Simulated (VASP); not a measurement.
Set up this calculation in VASP 6.6.1, as the native input.

```
Task                   : relaxation of the atoms
Functional             : r2SCAN
Potentials or basis    : VASP PAW PBE potentials, release 64 (B, N)
Cutoff                 : 520 eV
k mesh                 : 14 × 14 × 14
Occupations            : fermi-dirac, width 0.02 eV
Spin                   : no spin polarisation
Dipole correction      : no
Further INCAR settings : ALGO = Normal; EDIFF = 1e-07; IBRION = 2; EDIFFG = -0.01; NSW = 50
```

Crystal: BN.

```
B N
1.0
     0.00000    1.80442    1.80442
     1.80442    0.00000    1.80442
     1.80442    1.80442    0.00000
B N
1 1
Cartesian
  0.0000 0.0000 0.0000
  0.9022 0.9022 0.9022
```

These files were run (other wordings do the same):

POSCAR

```
BN
1.0
    0.0000000000      1.8044216300      1.8044216300
    1.8044216300      0.0000000000      1.8044216300
    1.8044216300      1.8044216300      0.0000000000
B N
1 1
Direct
    0.0000000000      0.0000000000      0.0000000000
    0.2500000000      0.2500000000      0.2500000000
```

INCAR.step1

```
PREC = Accurate
ENCUT = 520
ISMEAR = -1
SIGMA = 0.02
LREAL = F
LASPH = T
NELM = 80
GGA = PE
ALGO = Normal
EDIFF = 1E-4
LWAVE = T
LCHARG = F
```

INCAR.step2

```
PREC = Accurate
ENCUT = 520
EDIFF = 1E-7
ISMEAR = -1
SIGMA = 0.02
LREAL = F
LASPH = T
NELM = 80
ALGO = Normal
ISIF = 2
LWAVE = F
LCHARG = F
METAGGA = R2SCAN
LMIXTAU = T
IBRION = 2
NSW = 50
EDIFFG = -0.01
ISTART = 1
```

KPOINTS

```
Automatic mesh
0
Gamma
  14 14 14
```

Potentials or basis: VASP PAW PBE potentials, release 64 (B, N).

Run with:

```bash
$ cat potpaw_PBE.64/B/POTCAR potpaw_PBE.64/N/POTCAR > POTCAR
$ cp INCAR.step1 INCAR
$ mpirun -np 1 vasp_std > vasp.out
$ cp INCAR.step2 INCAR
$ mpirun -np 1 vasp_std > vasp.out
```

Results of the run:

| Quantity | Value |
| --- | --- |
| Pressure after relaxing | 1.4 GPa |
| Band gap on the k mesh | 4.98 eV (least direct gap 9.55 eV) |

Caveat: the relaxation stopped at its first step, so nothing moved; the PAW data sets were made with another functional, which shifts forces and pressure a little.

Wall time 57 s on 1 thread of Intel Xeon 8259CL (shared host), peak memory 0.13 GiB.
